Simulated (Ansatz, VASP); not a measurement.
**One calculation of ZnO, two programs**

```
Zn O
1.0
     0.00000    2.13377    2.13377
     2.13377    0.00000    2.13377
     2.13377    2.13377    0.00000
Zn O
1 1
Direct
  0.00000 0.00000 0.00000
  0.50000 0.50000 0.50000
```

Alike in both runs: task single point; functional HSE06; k mesh 4 × 4 × 4; no spin polarisation.

|  | VASP | Ansatz |
| --- | --- | --- |
| version | VASP 6.6.1 | Ansatz 0.2.0 |
| potentials or method | VASP PAW PBE potentials, release 64 (Zn, O) | plane waves |
| plane-wave cutoff (eV) | 520 | 420 |
| occupations | gaussian, width 0.01 eV | fixed |
| valence electrons in the cell | 18 | 18 |

Ansatz gave:

```
gap on the k mesh at the Fermi level (eV) : 2.76
pressure (GPa)                            : 0.9
```

Q: What did VASP give for the same quantities?

A: gap on the k mesh at the Fermi level (eV): 2.70; pressure (GPa): 2.4.

Ansatz's warnings: hybrid solves reversed points apart, stress exchange threshold loose, stress scf threshold loose.

The k mesh is coarse, so the values compare programs but aren't converged.
